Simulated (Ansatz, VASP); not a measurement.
## Two plane-wave programs on SrO

INCAR

```
SYSTEM = SrO
PREC = Accurate ; ENCUT = 520
EDIFF = 1E-6 ; ISMEAR = -1
SIGMA = 0.02 ; LREAL = .False.
LASPH = .True. ; NELM = 100
ALGO = Normal ; ISIF = 2
LWAVE = .False. ; LCHARG = .False.
GGA = PE ; NBANDS = 24
```

Contents of KPOINTS:

```
regular mesh
0
Gamma
  12 12 4
  0 0 0
```

Contents of POSCAR:

```
SrO
1.0
    3.4378120316      0.0000000000      0.0000000000
   -1.7189060158      2.9772325528      0.0000000000
    0.0000000000      0.0000000000      6.0349251164
Sr O
2 2
Direct
    0.0000000000      0.0000000000      0.0000000000
    0.0000000000      0.0000000000      0.5000000000
    0.3333333333      0.6666666667      0.2500000000
    0.6666666667      0.3333333333      0.7500000000
```

Input for Ansatz:

```yaml
crystal:
  lattice:
    - [3.4378120316, 0.0, 0.0]
    - [-1.7189060158, 2.9772325528, 0.0]
    - [0.0, 0.0, 6.0349251164]
  atoms:
    - { symbol: Sr, position: [0.0, 0.0, 0.0] }
    - { symbol: Sr, position: [0.0, 0.0, 0.5] }
    - { symbol: O, position: [0.3333333333, 0.6666666667, 0.25] }
    - { symbol: O, position: [0.6666666667, 0.3333333333, 0.75] }
kpoints:
  mp_grid: { grid: [12, 12, 4] }
  band_path:
    path:
      - [0.0, 0.0, 0.0]
      - [0.5, 0.0, 0.0]
      - [0.3333333333, 0.3333333333, 0.0]
      - [0.0, 0.0, 0.5]
      - [0.5, 0.0, 0.5]
      - [0.3333333333, 0.3333333333, 0.5]
    npoints: 1
hamiltonian:
  xc: pbe
scf:
  occupations: { method: fermi_dirac, width: 0.02 }
  n_extra_bands: 5
output:
  forces: true
  stress: true
  eigenvalues: true
```

Change from the starting cell: hydrostatic strain -3.5%.

Alike in both runs: task single point; functional PBE; k mesh 12 × 12 × 4; occupations fermi-dirac, width 0.02 eV; no spin polarisation.

|  | VASP | Ansatz |
| --- | --- | --- |
| version | VASP 6.6.1 | Ansatz 0.2.0 |
| potentials or method | VASP PAW PBE potentials, release 64 (Sr_sv, O) | plane waves, PAW |
| plane-wave cutoff (eV) | 520 | 420 |
| valence electrons in the cell | 32 | 32 |

|  | VASP | Ansatz | Ansatz less VASP |
| --- | --- | --- | --- |
| gap on the k mesh at the Fermi level (eV) | 3.48 | 3.51 | +0.031 |
| pressure (GPa) | 15.1 | 14.1 | -1.01 |
| traceless stress, the component that is largest in VASP (GPa) | 1.44 | 1.25 | -0.197 |
